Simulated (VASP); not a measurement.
W:

```
W
1.0
     0.00000    2.74000    2.74000
     2.74000    0.00000    2.74000
     2.74000    2.74000    0.00000
W
2
Cartesian
  0.0000 0.0000 0.0000
  1.3700 1.3700 1.3700
```

```yaml
Program: VASP 6.6.1
Task: relaxation of cell and atoms
Functional: PBE
Potentials_or_basis: VASP PAW PBE potentials, release 64 (W_sv)
Cutoff: 600 eV
k_mesh: 8 × 8 × 8
Occupations: gaussian, width 0.05 eV
Spin: no spin polarisation
```

At the start: pressure 33.3 GPa; volume 20.57 Å³/atom.

Question: How do energy, volume and symmetry change on relaxing?

Answer: Over 5 steps the energy falls by 381.2 meV/atom and the volume is 24.86 Å³/atom (+20.9 %); space group Fd-3m (No. 227, to 0.05 Å).

The path:
```tsv
step	energy change (eV)	largest force (eV/Å)	pressure (GPa)	volume (Å³)
1	0.0000	0.0000	33.34	41.14
2	1.2979	0.0000	-21.42	72.25
3	-0.7537	0.0000	-2.52	50.83
4	-0.7621	0.0000	-0.52	49.94
5	-0.7625	0.0000	0.00	49.73
```

Final structure:
```
W
1.0
     0.00000    2.91869    2.91869
     2.91869    0.00000    2.91869
     2.91869    2.91869    0.00000
W
2
Cartesian
  0.0000 0.0000 0.0000
  1.4593 1.4593 1.4593
```

Caveat: the volume moved by over 15 % at a fixed basis, so the end points are rough.
